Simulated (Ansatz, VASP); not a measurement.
# One calculation of Al2O3, two programs

File POSCAR:

```
Al2O3
1.0
    2.2605928790      1.3051539072      4.3316358130
   -2.2605928790      1.3051539072      4.3316358130
    0.0000000000     -2.6103078145      4.3316358130
Al O
4 6
Direct
    0.8519165699      0.8519165699      0.8519165699
    0.6480834301      0.6480834301      0.6480834301
    0.1480834301      0.1480834301      0.1480834301
    0.3519165699      0.3519165699      0.3519165699
    0.0563854984      0.4436145016      0.7500000000
    0.7500000000      0.0563854984      0.4436145016
    0.4436145016      0.7500000000      0.0563854984
    0.9436145016      0.5563854984      0.2500000000
    0.2500000000      0.9436145016      0.5563854984
    0.5563854984      0.2500000000      0.9436145016
```

Contents of INCAR.step1:

```
ALGO     = Normal         # electronic algorithm
EDIFF    = 1E-4           # SCF threshold, eV
ENCUT    = 520            # plane-wave cutoff, eV
GGA      = PE             # functional
ISMEAR   = 0              # smearing method
LASPH    = T              # aspherical terms in the spheres
LCHARG   = F              # write CHGCAR
LREAL    = F              # projectors in reciprocal space
LWAVE    = T              # write WAVECAR
NBANDS   = 35             # bands
NELM     = 80             # most SCF steps
PREC     = Accurate       # precision mode
SIGMA    = 0.05           # smearing width, eV
```

File INCAR.step2:

```
ALGO     = Normal         # electronic algorithm
EDIFF    = 1E-7           # SCF threshold, eV
ENCUT    = 520            # plane-wave cutoff, eV
ISIF     = 2              # what is computed and relaxed
ISMEAR   = 0              # smearing method
ISTART   = 1            
LASPH    = T              # aspherical terms in the spheres
LCHARG   = F              # write CHGCAR
LMIXTAU  = T            
LREAL    = F              # projectors in reciprocal space
LWAVE    = F              # write WAVECAR
METAGGA  = R2SCAN         # meta-GGA
NBANDS   = 35             # bands
NELM     = 80             # most SCF steps
PREC     = Accurate       # precision mode
SIGMA    = 0.05           # smearing width, eV
```

The input KPOINTS:

```
k-points
0
Gamma
  6 6 6
```

Input for Ansatz:

```yaml
crystal:
  lattice:
    - [2.260592879, 1.3051539072, 4.331635813]
    - [-2.260592879, 1.3051539072, 4.331635813]
    - [0.0, -2.6103078145, 4.331635813]
  atoms:
    - { symbol: Al, position: [0.8519165699, 0.8519165699, 0.8519165699] }
    - { symbol: Al, position: [0.6480834301, 0.6480834301, 0.6480834301] }
    - { symbol: Al, position: [0.1480834301, 0.1480834301, 0.1480834301] }
    - { symbol: Al, position: [0.3519165699, 0.3519165699, 0.3519165699] }
    - { symbol: O, position: [0.0563854984, 0.4436145016, 0.75] }
    - { symbol: O, position: [0.75, 0.0563854984, 0.4436145016] }
    - { symbol: O, position: [0.4436145016, 0.75, 0.0563854984] }
    - { symbol: O, position: [0.9436145016, 0.5563854984, 0.25] }
    - { symbol: O, position: [0.25, 0.9436145016, 0.5563854984] }
    - { symbol: O, position: [0.5563854984, 0.25, 0.9436145016] }
basis:
  ecutwfc: 500
kpoints:
  mp_grid: { grid: [6, 6, 6] }
hamiltonian:
  xc: r2scan
scf:
  occupations: { method: gaussian, width: 0.05 }
output:
  forces: true
  stress: true
  eigenvalues: true
```

Change from the starting cell: strain -0.050 along x and y, +0.000 along z, atoms carried along.

Alike in both runs: task single point; functional r2SCAN; k mesh 6 × 6 × 6; occupations gaussian, width 0.05 eV; no spin polarisation.

|  | VASP | Ansatz |
| --- | --- | --- |
| version | VASP 6.6.1 | Ansatz 0.2.0 |
| potentials or method | VASP PAW PBE potentials, release 64 (Al, O), cutoff 520 eV | scalar-relativistic, plane waves, PAW |
| valence electrons in the cell | 48 | 48 |

|  | VASP | Ansatz | Ansatz less VASP |
| --- | --- | --- | --- |
| gap on the k mesh at the Fermi level (eV) | 8.43 | 8.40 | -0.026 |
| least direct gap on the mesh (eV) | 8.43 | 8.40 | -0.026 |
| pressure (GPa) | 33.0 | 33.3 | +0.29 |
| traceless stress, the component that is largest in VASP (GPa) | -19.46 | -19.29 | +0.167 |
| rms of the force components (eV/Å) | 0.234 | 0.226 | -0.0077 |

VASP's potentials were made for PBE, not for r2SCAN. Atom by atom the forces differ by 0.018 eV/Å (rms over components). Both programs put the cell under a high pressure, so it lies far from rest at this level. With one functional, cell and mesh, what is left measures potentials, basis and numerics.
